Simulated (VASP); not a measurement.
# BN (pbe) (P6_3mc) in VASP: notebook, part 2 of 2

VASP 6.6.1. Earlier steps stand in the parts before.

**3. Single point, PBE**

This run uses another cell than the first one, of 5.97 Å³/atom, 1.006 times its volume.

File INCAR:

```
PREC = Accurate ; ENCUT = 520
EDIFF = 1E-6 ; ISMEAR = 0
SIGMA = 0.02 ; LREAL = F
LASPH = T ; NELM = 100
ALGO = Normal ; ISIF = 2
LWAVE = F ; LCHARG = F
GGA = PE ; NBANDS = 16
```

File KPOINTS:

```
regular mesh
0
Gamma
  9 9 6
```

File POSCAR:

```
BN
1.0
    2.5540613941      0.0000000000      0.0000000000
   -1.2770306971      2.2118820501      0.0000000000
    0.0000000000      0.0000000000      4.2238815845
B N
2 2
Direct
    0.3333333333      0.6666666667     -0.0003155034
    0.6666666667      0.3333333333      0.4996844966
    0.3333333333      0.6666666667      0.3743155034
    0.6666666667      0.3333333333      0.8743155034
```

Potentials or basis: VASP PAW PBE potentials, release 64 (B, N).

The run is started by

```
cat potpaw_PBE.64/B/POTCAR potpaw_PBE.64/N/POTCAR > POTCAR
mpirun -np 1 vasp_std > vasp.out
```

Wall time 6.7 s (1 thread of Intel Xeon 6975P-C (Granite Rapids), shared host); peak memory 0.13 GiB.

It converged, with:

```
Free energy            : -34.8326 eV
Pressure               : 0.4 GPa
Largest force          : 0.003 eV/Å
Band gap on the k mesh : 5.21 eV, indirect (least direct gap 8.23 eV)
```

Forces in eV/Å, atoms in the order of the input:
```
B    0.000  0.000  0.003
B    0.000  0.000  0.003
N    0.000  0.000 -0.003
N    0.000  0.000 -0.003
```

Levels at points of the mesh, in eV from the valence-band top:
| k point | band 5 | band 6 | band 7 | band 8 | band 9 | band 10 | band 11 | band 12 |
| --- | --- | --- | --- | --- | --- | --- | --- | --- |
| (0.00, 0.00, 0.00) | -2.10 | -0.26 | 0.00 | 0.00 | 8.34 | 8.34 | 8.55 | 9.41 |
| (0.00, 0.00, 0.50) | -1.17 | -1.17 | -1.17 | -1.17 | 9.41 | 9.41 | 9.88 | 9.88 |

**4. Single point, PBE**

This run uses another cell than the first one, of 5.97 Å³/atom, 1.006 times its volume.

File INCAR:

```
SYSTEM = BN
PREC     = Accurate       ! precision mode
ENCUT    = 520            ! plane-wave cutoff, eV
EDIFF    = 1E-6           ! SCF threshold, eV
ISMEAR   = 0              ! smearing method
SIGMA    = 0.01           ! smearing width, eV
LREAL    = .FALSE.        ! projectors in reciprocal space
LASPH    = .TRUE.         ! aspherical terms in the spheres
NELM     = 60             ! most SCF steps
ALGO     = Normal         ! electronic algorithm
ISIF     = 2              ! what is computed and relaxed
LWAVE    = .FALSE.        ! write WAVECAR
LCHARG   = .TRUE.         ! write CHGCAR
GGA      = PE             ! functional
LELF     = .TRUE.         ! ELF
LVHAR    = .TRUE.       
NBANDS   = 16             ! bands
```

File KPOINTS:

```
regular mesh
0
G
  9 9 6
  0 0 0
```

POSCAR is that of step 3.

The run is started by

```
cat potpaw_PBE.64/B/POTCAR potpaw_PBE.64/N/POTCAR > POTCAR
mpirun -np 1 vasp_std > vasp.out
```

It took 7 s on 1 thread of Intel Xeon 6975P-C (Granite Rapids), shared host; peak memory 0.14 GiB.

It converged, with:

* Free energy: -34.8326 eV
* Pressure: 0.4 GPa
* Largest force: 0.003 eV/Å
* Band gap on the k mesh: 5.21 eV, indirect (least direct gap 8.23 eV)

Forces on the atoms (eV/Å):
```
B    0.000  0.000  0.003
B    0.000  0.000  0.003
N    0.000  0.000 -0.003
N    0.000  0.000 -0.003
```

Levels at points of the mesh, in eV from the valence-band top:
```csv
k point,band 6,band 7,band 8,band 9,band 10,band 11
"(0.00, 0.00, 0.00)",-0.26,0.00,0.00,8.34,8.34,8.55
"(0.00, 0.00, 0.50)",-1.17,-1.17,-1.17,9.41,9.41,9.88
```

**5. Single point, PBE**

This run uses another cell than the first one, of 5.97 Å³/atom, 1.006 times its volume.

File INCAR:

```
ALGO = Normal
EDIFF = 1E-6
ENCUT = 520
GGA = PE
ISIF = 2
ISMEAR = 0
LASPH = True
LCHARG = False
LREAL = False
LWAVE = False
NBANDS = 16
NELM = 80
PREC = Accurate
SIGMA = 0.01
```

File KPOINTS:

```
k-points
0
Gamma
  9 9 6
```

POSCAR is that of step 4.

The run is started by

```
cat potpaw_PBE.64/B/POTCAR potpaw_PBE.64/N/POTCAR > POTCAR
mpirun -np 1 vasp_std > vasp.out
```

Wall time 6.6 s (1 thread of Intel Xeon 6975P-C (Granite Rapids), shared host); peak memory 0.14 GiB.

Results (log left out):

| Property | Result |
| --- | --- |
| Free energy | -34.8326 eV |
| Pressure | 0.4 GPa |
| Largest force | 0.003 eV/Å |
| Band gap on the k mesh | 5.21 eV, indirect (least direct gap 8.23 eV) |

Forces in eV/Å, atoms in the order of the input:
```
B    0.000  0.000  0.003
B    0.000  0.000  0.003
N    0.000  0.000 -0.003
N    0.000  0.000 -0.003
```

Levels at points of the mesh, in eV from the valence-band top:
```
           k point  band 4  band 5  band 6  band 7  band 8  band 9  band 10  band 11  band 12  band 13
(0.00, 0.00, 0.00)   -2.10   -2.10   -0.26    0.00    0.00    8.34     8.34     8.55     9.41    10.64
(0.00, 0.00, 0.50)   -5.67   -1.17   -1.17   -1.17   -1.17    9.41     9.41     9.88     9.88     9.88
```

**6. Relaxation of cell and atoms, PBE**

File INCAR:

```
PREC = Accurate
ENCUT = 600
EDIFF = 1E-6
ISMEAR = 0
SIGMA = 0.02
LREAL = F
LASPH = T
NELM = 80
ALGO = Normal
ISIF = 3
LWAVE = F
LCHARG = F
GGA = PE
IBRION = 2
NSW = 100
EDIFFG = -0.002
```

File KPOINTS:

```
Automatic mesh
0
Gamma
  9 9 6
```

File POSCAR:

```
BN
1.0
    2.5500000000      0.0000000000      0.0000000000
   -1.2750000000      2.2083647797      0.0000000000
    0.0000000000      0.0000000000      4.2100000000
B N
2 2
Direct
    0.3333333333      0.6666666667      0.0000000000
    0.6666666667      0.3333333333      0.5000000000
    0.3333333333      0.6666666667      0.3740000000
    0.6666666667      0.3333333333      0.8740000000
```

Potentials or basis: VASP PAW PBE potentials, release 64 (B, N).

The run is started by

```
cat potpaw_PBE.64/B/POTCAR potpaw_PBE.64/N/POTCAR > POTCAR
mpirun -np 1 vasp_std > vasp.out
```

Run time: 19 s. Hardware: 1 thread of Intel Xeon 6975P-C (Granite Rapids), shared host; peak memory 0.14 GiB.

The run converged. Its results:

| Item | Value |
| --- | --- |
| Free energy | -34.8393 eV |
| Relaxed volume | 5.97 Å³/atom |
| Relaxed cell | a = 2.554 Å, b = 2.554 Å, c = 4.224 Å, α = 90.00°, β = 90.00°, γ = 120.00° |
| Space group after relaxing (to 0.05 Å) | P6_3mc (No. 186) |
| Energy gained by relaxing | 0.4 meV/atom |
| Ionic steps | 8 |
| Pressure after relaxing | 0.0 GPa |
| Band gap on the k mesh | 5.21 eV, indirect (least direct gap 8.23 eV) |

The path:
```tsv
step	energy change (eV)	largest force (eV/Å)	pressure (GPa)	volume (Å³)
1	0.0000	0.0562	2.60	23.71
2	0.0000	0.0597	-2.57	24.04
3	-0.0016	0.0039	0.01	23.87
4	-0.0016	0.0051	-0.03	23.88
5	-0.0016	0.0036	-0.07	23.88
6	-0.0016	0.0002	-0.07	23.88
7	-0.0016	0.0010	-0.06	23.88
8	-0.0016	0.0019	0.04	23.87
```

Final structure:
```
CELL_PARAMETERS angstrom
2.55437 0.00000 0.00000
-1.27719 2.21215 0.00000
0.00000 0.00000 4.22418
ATOMIC_POSITIONS crystal
B 0.33333 0.66667 0.99971
B 0.66667 0.33333 0.49971
N 0.33333 0.66667 0.37429
N 0.66667 0.33333 0.87429
```

Levels at points of the mesh, in eV from the valence-band top:
| k point | band 4 | band 5 | band 6 | band 7 | band 8 | band 9 | band 10 | band 11 | band 12 |
| --- | --- | --- | --- | --- | --- | --- | --- | --- | --- |
| (0.00, 0.00, 0.00) | -2.10 | -2.10 | -0.26 | 0.00 | 0.00 | 8.33 | 8.33 | 8.55 | 9.41 |
| (0.00, 0.00, 0.50) | -5.67 | -1.17 | -1.17 | -1.17 | -1.17 | 9.40 | 9.40 | 9.88 | 9.88 |

A k mesh can miss the band edges.

**7. Summary**

| task | cell | k mesh | cutoff (eV) | smearing | gap on the mesh (eV) | pressure (GPa) |
| --- | --- | --- | --- | --- | --- | --- |
| single point | a = 2.550, b = 2.550, c = 4.210 Å, angles 90.0, 90.0, 120.0°, 4 atoms | 9 × 9 × 4 | 520 | gaussian 0.1 eV | 5.16 | 2.9 |
| single point | a = 2.554, b = 2.554, c = 4.224 Å, angles 90.0, 90.0, 120.0°, 4 atoms | 9 × 9 × 6 | 520 | gaussian 0.02 eV | 5.21 | 0.4 |
| single point | a = 2.554, b = 2.554, c = 4.224 Å, angles 90.0, 90.0, 120.0°, 4 atoms | 9 × 9 × 6 | 520 | gaussian 0.01 eV | 5.21 | 0.4 |
| relaxation of cell and atoms | relaxed from a = 2.550, b = 2.550, c = 4.210 Å, angles 90.0, 90.0, 120.0°, 4 atoms | 9 × 9 × 6 | 600 | gaussian 0.02 eV | 5.21 | 0.0 |

Alike in all rows: level PBE; potentials or basis VASP PAW PBE potentials, release 64 (B, N); no spin polarisation.

Absolute energies hang on the potentials; compare differences alone.
